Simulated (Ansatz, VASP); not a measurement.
## Two plane-wave programs on Na

```
Na
1.0
    -2.60303    2.14413    2.14413
     2.14413   -2.60303    2.14413
     2.14413    2.14413   -2.60303
Na
1
Cartesian
  0.0000 0.0000 0.0000
```

Alike in both runs: task single point; functional PBE; k mesh 18 × 18 × 18; occupations gaussian, width 0.15 eV; no spin polarisation.

|  | VASP | Ansatz |
| --- | --- | --- |
| version | VASP 6.6.1 | Ansatz 0.2.0 |
| potentials or method | VASP PAW PBE potentials, release 64 (Na_pv), cutoff 520 eV | scalar-relativistic, plane waves, PAW |
| valence electrons in the cell | 7 | 9 |

```tsv
	VASP	Ansatz	Ansatz less VASP
gap on the k mesh at the Fermi level (eV)	none	none	-
pressure (GPa)	0.3	0.4	+0.01
traceless stress, the component that is largest in VASP (GPa)	2.15	2.14	-0.004
```

A gap of «none» marks a metal or a gap that the smearing closes. VASP's potentials hold 7 valence electrons a cell and Ansatz's 9, so a difference there can come from the potentials and not from the codes.
